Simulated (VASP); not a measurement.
A run of VASP 6.6.1 is set up as follows.

The input INCAR:

```
  PREC = Accurate
  ENCUT = 520
  EDIFF = 1E-6
  ISMEAR = 0
  SIGMA = 0.01
  LREAL = False
  LASPH = True
  NELM = 60
  ALGO = Normal
  ISIF = 2
  LWAVE = False
  LCHARG = False
  GGA = CA
  NBANDS = 33
```

KPOINTS

```
regular mesh
0
Gamma
  6 6 8
```

The input POSCAR:

```
TiO2
1.0
    4.5936429926      0.0000000000      0.0000000000
    0.0000000000      4.5936429926      0.0000000000
    0.0000000000      0.0000000000      2.8989706032
Ti O
2 4
Direct
    0.0000000000      0.0000000000      0.0000000000
    0.5000000000      0.5000000000      0.5000000000
    0.3043689819      0.3043689819      0.0000000000
    0.1956310181      0.8043689819      0.5000000000
    0.6956310181      0.6956310181      0.0000000000
    0.8043689819      0.1956310181      0.5000000000
```

Potentials or basis: VASP PAW LDA potentials, release 64 (Ti_sv, O).

Run with:

```sh
$ cat potpaw_LDA.64/Ti_sv/POTCAR potpaw_LDA.64/O/POTCAR > POTCAR
$ mpirun -np 1 vasp_std > vasp.out
```

What does it give for the band gap on the k mesh?

1.85 eV.

Estimate the pressure.

-1.4 GPa.

What does it give for the largest force?

0.047 eV/Å.

Stress tensor (GPa, compression positive):
```
-2.86  0.00  0.00
 0.00 -2.86  0.00
 0.00  0.00  1.51
```

Caveat: the cell differs from its parent crystal (in-plane strain +0.01, then relaxed in part). A k mesh can miss the band edges.
